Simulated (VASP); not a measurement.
# SnSe (Pm-3m) in VASP: single point with PBEsol

Aim: the single point of SnSe with PBEsol.

Everything below comes from runs of VASP 6.6.1. Logs are shortened: lines on timing, memory, paths and dates and some standing lists are left out, and cuts for length are marked.

## (1) The cell of the first run

The structure is cubic, space group Pm-3m (No. 221). Conventional cell: a = 3.784 Å, b = 3.784 Å, c = 3.784 Å, α = 90.00°, β = 90.00°, γ = 90.00°. Within 4.3 Å of Sn (site symmetry m-3m) lie 8 Se at 3.28 Å and 6 Sn at 3.78 Å. Within 4.3 Å of Se (site symmetry m-3m) lie 8 Sn at 3.28 Å and 6 Se at 3.78 Å.

## (2) Single point, PBEsol (Pb replaced by Sn, lengths x 0.984, strained)

INCAR reads:

```
SYSTEM = SnSe
PREC = Accurate
ENCUT = 520
EDIFF = 1E-6
ISMEAR = 0
SIGMA = 0.1
LREAL = .FALSE.
LASPH = .TRUE.
NELM = 60
ALGO = Normal
ISIF = 2
LWAVE = .FALSE.
LCHARG = .FALSE.
GGA = PS
NBANDS = 17
```

KPOINTS reads:

```
Automatic mesh
0
G
  12 12 12
  0 0 0
```

POSCAR reads:

```
SnSe
1.0
    3.7840509230      0.0000000000      0.0000000000
    0.0000000000      3.7840509230      0.0000000000
    0.0000000000      0.0000000000      3.7840509230
Sn Se
1 1
Direct
    0.0000000000      0.0000000000      0.0000000000
    0.5000000000      0.5000000000      0.5000000000
```

Potentials or basis: VASP PAW PBE potentials, release 64 (Sn_d, Se).

Started as:

```bash
> cat potpaw_PBE.64/Sn_d/POTCAR potpaw_PBE.64/Se/POTCAR > POTCAR
> mpirun -np 1 vasp_std > vasp.out
```

OUTCAR:

```text
SYSTEM = SnSe
   PREC = Accurate
   ENCUT = 520
   EDIFF = 1E-6
   ISMEAR = 0
   LREAL = .FALSE.
   LASPH = .TRUE.
   NELM = 60
   ISIF = 2
   GGA = PS

 ion  position               nearest neighbor table
   1  0.000  0.000  0.000-
   2  0.500  0.500  0.500-

  LATTYP: Found a simple cubic cell.
 ALAT       =     3.7840509230

  Lattice vectors:

 A1 = (   3.7840509230,   0.0000000000,   0.0000000000)
 A2 = (   0.0000000000,   3.7840509230,   0.0000000000)
 A3 = (   0.0000000000,   0.0000000000,   3.7840509230)

Analysis of symmetry for initial positions (statically):
=====================================================================
 Subroutine PRICEL returns:
 Original cell was already a primitive cell.

 Routine SETGRP: Setting up the symmetry group for a
 simple cubic supercell.

 Subroutine GETGRP returns: Found 48 space group operations
 (whereof 48 operations were pure point group operations)
 out of a pool of 48 trial point group operations.

The static configuration has the point symmetry O_h .

Analysis of symmetry for dynamics (positions and initial velocities):
=====================================================================
 Subroutine PRICEL returns:
 Original cell was already a primitive cell.

 Routine SETGRP: Setting up the symmetry group for a
 simple cubic supercell.

 Subroutine GETGRP returns: Found 48 space group operations
 (whereof 48 operations were pure point group operations)
 out of a pool of 48 trial point group operations.

The dynamic configuration has the point symmetry O_h .

 Subroutine INISYM returns: Found 48 space group operations
 (whereof 48 operations are pure point group operations),
 and found     1 'primitive' translations

----------------------------------------------------------------------------------------

                                     Primitive cell

  volume of cell :      54.1840

  direct lattice vectors                    reciprocal lattice vectors
     3.784050923  0.000000000  0.000000000     0.264267057  0.000000000  0.000000000
     0.000000000  3.784050923  0.000000000     0.000000000  0.264267057  0.000000000
     0.000000000  0.000000000  3.784050923     0.000000000  0.000000000  0.264267057

  length of vectors
     3.784050923  3.784050923  3.784050923     0.264267057  0.264267057  0.264267057

  position of ions in fractional coordinates (direct lattice)
     0.000000000  0.000000000  0.000000000
     0.500000000  0.500000000  0.500000000

  ion indices of the primitive-cell ions
   primitive index   ion index
                 1           1
                 2           2

----------------------------------------------------------------------------------------

 KPOINTS: Automatic mesh

Automatic generation of k-mesh.
 Grid dimensions read from file:
 generate k-points for:   12   12   12

 Generating k-lattice:

  Cartesian coordinates                     Fractional coordinates (reciprocal lattice)
     0.022022255  0.000000000  0.000000000     0.083333333  0.000000000  0.000000000
     0.000000000  0.022022255  0.000000000     0.000000000  0.083333333  0.000000000
     0.000000000  0.000000000  0.022022255     0.000000000  0.000000000  0.083333333

  Length of vectors
     0.022022255  0.022022255  0.022022255

  Shift w.r.t. Gamma in fractional coordinates (k-lattice)
     0.000000000  0.000000000  0.000000000

 Subroutine IBZKPT returns following result:
 ===========================================

 Found     84 irreducible k-points:

 Following reciprocal coordinates:
            Coordinates               Weight
  0.000000  0.000000  0.000000      1.000000
  0.083333  0.000000  0.000000      6.000000
  0.166667  0.000000  0.000000      6.000000
  0.250000  0.000000  0.000000      6.000000
  0.333333  0.000000  0.000000      6.000000
  0.416667  0.000000  0.000000      6.000000
[... 16 lines left out ...]
  0.333333  0.333333  0.000000     12.000000
  0.416667  0.333333  0.000000     24.000000
 [... further k-points ...]
   k-points           NKPTS =     84   k-points in BZ     NKDIM =     84   number of bands    NBANDS=     17
   number of dos      NEDOS =    301   number of ions     NIONS =      2
   total plane-waves  NPLWV =  21952
   dimension x,y,z NGX =    28 NGY =   28 NGZ =   28
   dimension x,y,z NGXF=    56 NGYF=   56 NGZF=   56
   ions per type =               1   1
   NGX,Y,Z   is equivalent  to a cutoff of  12.30, 12.30, 12.30 a.u.
   NGXF,Y,Z  is equivalent  to a cutoff of  24.60, 24.60, 24.60 a.u.
 SYSTEM =  SnSe
   PREC   = accura    normal or accurate (medium, high low for compatibility)
   ISTART =      0    job   : 0-new  1-cont  2-samecut
   ICHARG =      2    charge: 1-file 2-atom 10-const
   ISPIN  =      1    spin polarized calculation?
   LNONCOLLINEAR =      F non collinear calculations
   LSORBIT =      F    spin-orbit coupling
   LASPH  =      T    aspherical Exc in radial PAW
   ENCUT  =  520.0 eV  38.22 Ry    6.18 a.u.   7.04  7.04  7.04*2*pi/ulx,y,z
   NELM   =     60;   NELMIN=  2; NELMDL= -5     # of ELM steps
   EDIFF  = 0.1E-05   stopping-criterion for ELM
   LREAL  =      F    real-space projection
   EDIFFG = 0.1E-04   stopping-criterion for IOM
   NSW    =      0    number of steps for IOM
   IBRION =     -1    ionic relax: 0-MD 1-quasi-New 2-CG
   NFREE  =      0    steps in history (QN), initial steepest desc. (CG)
   ISIF   =      2    stress and relaxation
   ISYM   =      2    0-nonsym 1-usesym 2-fastsym
   POTIM  = 0.5000    time-step for ionic-motion
   TEBEG  =    0.0;   TEEND  =   0.0 temperature during run
   PSTRESS=    0.0 pullay stress
   NELECT =      20.0000    total number of electrons
   NUPDOWN=      -1.0000    fix difference up-down
   EMIN   =  10.00;   EMAX   =-10.00  energy-range for DOS
   EFERMI =   0.00;   METHOD = LEGACY
   ISMEAR =     0;   SIGMA  =   0.10  broadening in eV -4-tet -1-fermi 0-gaus
   EFERMI_NEDOS =   21; number of points for ismear=-14 and -15
   IALGO  =     38    algorithm
   IMIX   =      4    mixing-type and parameters
     AMIX     =   0.40;   BMIX     =  1.00
     AMIX_MAG =   1.60;   BMIX_MAG =  1.00
  volume/ion in A,a.u.               =      27.09       182.83
  Fermi-wavevector in a.u.,A,eV,Ry     =   1.174342  2.219184 18.763505  1.379079
  Thomas-Fermi vector in A             =   2.310740
   LORBIT       =      0    0 simple, 1 ext, 2 COOP (PROOUT), +10 PAW based schemes
   GGA     = PS    functional components
   LHFCALC =     F    Hartree Fock is set to
   AEXX    =    0.0000 exact exchange contribution
   IVDW    =     0    specifies the selected vdW correction
   LEPSILON=     F    determine dielectric tensor
   LRPA    =     F    only Hartree local field effects (RPA)
 non-spin polarized calculation
 Gauss-broadening in eV      SIGMA  =   0.10
  energy-cutoff  :      520.00
  volume of cell :       54.18
 maximum number of plane-waves:      1492
   NGX = 15   NGY = 15   NGZ = 15

 number of electron      20.0000008 magnetization

 Free energy of the ion-electron system (eV)
  ---------------------------------------------------
  ext. energy  EPLUGINS =         0.00000000
  ---------------------------------------------------
  free energy    TOTEN  =        -8.39736158 eV

  energy without entropy =       -8.39316735  energy(sigma->0) =       -8.39526446

 E-fermi :   5.0672     XC(G=0):  -9.9447

 val. band max:        5.0154443363   @ k =   0.5000   0.5000   0.0000
 cond. band min:       5.0694724555   @ k =   0.4167   0.4167   0.3333
 fundamental gap:      0.0540281193
 Fermi energy:         5.0671652318

 k-point     1 :       0.0000    0.0000    0.0000
  band No.  band energies     occupation
      1     -16.3671      2.00000
      2     -16.3671      2.00000
      3     -16.3096      2.00000
      4     -16.3096      2.00000
      5     -16.3096      2.00000
      6      -8.0057      2.00000
[... 9 lines left out ...]
     16      16.8550      0.00000
     17      17.2828      0.00000

 k-point     2 :       0.0833    0.0000    0.0000
  band No.  band energies     occupation
      1     -16.3669      2.00000
      2     -16.3641      2.00000
      3     -16.3106      2.00000
      4     -16.3106      2.00000
      5     -16.3096      2.00000
      6      -7.9625      2.00000
[... 9 lines left out ...]
     16      17.0579      0.00000
     17      17.0912      0.00000

 k-point     3 :       0.1667    0.0000    0.0000
  band No.  band energies     occupation
      1     -16.3666      2.00000
      2     -16.3560      2.00000
      3     -16.3132      2.00000
      4     -16.3132      2.00000
      5     -16.3094      2.00000
      6      -7.8383      2.00000
[... 9 lines left out ...]
     16      16.3553      0.00000
     17      16.8377      0.00000

 k-point     4 :       0.2500    0.0000    0.0000
  band No.  band energies     occupation
      1     -16.3661      2.00000
      2     -16.3450      2.00000
      3     -16.3166      2.00000
      4     -16.3166      2.00000
      5     -16.3091      2.00000
      6      -7.6512      2.00000
[... 9 lines left out ...]
     16      15.0882      0.00000
     17      16.8970      0.00000

 k-point     5 :       0.3333    0.0000    0.0000
  band No.  band energies     occupation
      1     -16.3657      2.00000
      2     -16.3340      2.00000
      3     -16.3201      2.00000
      4     -16.3201      2.00000
      5     -16.3088      2.00000
      6      -7.4380      2.00000
[... 9 lines left out ...]
     16      14.5781      0.00000
     17      17.2337      0.00000

 k-point     6 :       0.4167    0.0000    0.0000
  band No.  band energies     occupation
      1     -16.3653      2.00000
      2     -16.3258      2.00000
      3     -16.3227      2.00000
      4     -16.3227      2.00000
      5     -16.3085      2.00000
      6      -7.2589      2.00000
[... 9 lines left out ...]
     16      16.4174      0.00000
     17      17.7998      0.00000

 k-point     7 :       0.5000    0.0000    0.0000
  band No.  band energies     occupation
      1     -16.3652      2.00000
      2     -16.3236      2.00000
      3     -16.3236      2.00000
      4     -16.3229      2.00000
      5     -16.3085      2.00000
      6      -7.1870      2.00000
[... 9 lines left out ...]
     16      17.7659      0.00000
     17      18.3230      0.00000

 k-point     8 :       0.0833    0.0833    0.0000
  band No.  band energies     occupation
      1     -16.3654      2.00000
      2     -16.3626      2.00000
      3     -16.3116      2.00000
      4     -16.3106      2.00000
      5     -16.3104      2.00000
      6      -7.9197      2.00000
[... 9 lines left out ...]
     16      16.3961      0.00000
     17      16.5451      0.00000
[... 203 lines left out ...]
      1     -16.3549      2.00000
      2     -16.3330      2.00000
      3     -16.3253      2.00000
      4     -16.3160      2.00000
      5     -16.3155      2.00000
      6      -7.3341      2.00000
[... 9 lines left out ...]
     16      14.3043      0.00000
     17      14.6663      0.00000

 k-point    20 :       0.3333    0.2500    0.0000
  band No.  band energies     occupation
      1     -16.3526      2.00000
      2     -16.3297      2.00000
      3     -16.3237      2.00000
      4     -16.3191      2.00000
      5     -16.3153      2.00000
      6      -7.1494      2.00000
[... 9 lines left out ...]
     16      14.4871      0.00000
     17      15.5682      0.00000

 k-point    21 :       0.4167    0.2500    0.0000
  band No.  band energies     occupation
      1     -16.3516      2.00000
      2     -16.3329      2.00000
      3     -16.3216      2.00000
      4     -16.3162      2.00000
      5     -16.3150      2.00000
      6      -6.9988      2.00000
[... 9 lines left out ...]
     16      14.6422      0.00000
     17      16.0806      0.00000

 k-point    22 :       0.5000    0.2500    0.0000
  band No.  band energies     occupation
      1     -16.3513      2.00000
      2     -16.3340      2.00000
      3     -16.3225      2.00000
      4     -16.3149      2.00000
      5     -16.3134      2.00000
      6      -6.9397      2.00000
[... 9 lines left out ...]
     16      14.8812      0.00000
     17      15.5856      0.00000

 k-point    23 :       0.3333    0.3333    0.0000
  band No.  band energies     occupation
      1     -16.3490      2.00000
      2     -16.3345      2.00000
      3     -16.3188      2.00000
      4     -16.3184      2.00000
      5     -16.3156      2.00000
      6      -6.9851      2.00000
[... 9 lines left out ...]
     16      14.0527      0.00000
     17      15.8928      0.00000

 k-point    24 :       0.4167    0.3333    0.0000
  band No.  band energies     occupation
      1     -16.3471      2.00000
      2     -16.3380      2.00000
      3     -16.3211      2.00000
      4     -16.3183      2.00000
      5     -16.3089      2.00000
      6      -6.8536      2.00000
[... 9 lines left out ...]
     16      14.1567      0.00000
     17      15.0385      0.00000

 [... further k-points ...]

------------------------ aborting loop because EDIFF is reached ----------------------------------------

  FORCE on cell =-STRESS in cart. coord.  units (eV):
  Direction    XX          YY          ZZ          XY          YZ          ZX
  --------------------------------------------------------------------------------------
  -------------------------------------------------------------------------------------
  Total       -2.1422690     -2.1422690     -2.1422690      0.0000000      0.0000000      0.0000000
  in kB      -63.3451938    -63.3451938    -63.3451938      0.0000000      0.0000000      0.0000000
  external PRESSURE =     -63.3451938 kB  Pullay stress =       0.0000000 kB

 VOLUME and BASIS-vectors are now :
 -----------------------------------------------------------------------------
  energy-cutoff  :      520.00
  volume of cell :       54.18
      direct lattice vectors                 reciprocal lattice vectors
     3.784050923  0.000000000  0.000000000     0.264267057  0.000000000  0.000000000
     0.000000000  3.784050923  0.000000000     0.000000000  0.264267057  0.000000000
     0.000000000  0.000000000  3.784050923     0.000000000  0.000000000  0.264267057

 POSITION                                       TOTAL-FORCE (eV/Angst)
 -----------------------------------------------------------------------------------
      0.00000      0.00000      0.00000         0.000000      0.000000      0.000000
      1.89203      1.89203      1.89203         0.000000      0.000000      0.000000
 -----------------------------------------------------------------------------------
    total drift:                               -0.000000      0.000000     -0.000000

  FREE ENERGIE OF THE ION-ELECTRON SYSTEM (eV)
  ---------------------------------------------------
  free  energy   TOTEN  =        -8.3973615837 eV

  energy  without entropy=       -8.3931673462  energy(sigma->0) =       -8.39526446
```

Run time: 21 s. Hardware: 1 thread of Intel Xeon 6975P-C (Granite Rapids), shared host; peak memory 0.21 GiB.

Results:

```
Free energy            : -8.3974 eV
Pressure               : -6.3 GPa
Band gap on the k mesh : zero (bands 10 and 11 overlap by 1.06 eV)
```

Levels at points of the mesh, in eV from the Fermi level:
```csv
k point,band 7,band 8,band 9,band 10,band 11,band 12,band 13,band 14
"(0.00, 0.00, 0.00)",-5.90,-1.57,-1.57,-1.57,4.56,4.56,5.51,5.51
"(0.50, 0.00, 0.00)",-7.87,-0.43,-0.43,-0.14,0.20,3.00,3.00,6.57
"(0.50, 0.50, 0.00)",-5.97,-4.41,-4.41,-0.05,3.82,3.82,4.38,6.32
"(0.50, 0.50, 0.50)",-4.68,-2.57,-2.57,-2.57,-0.80,-0.80,-0.80,13.07
```

Caveat: the cell differs from its parent crystal (Pb replaced by Sn, lengths x 0.984, strained); the cell stands under tension; the PAW data sets were made with another functional, which shifts forces and pressure a little; spin-orbit coupling is left out, which moves the levels of the heavy elements.
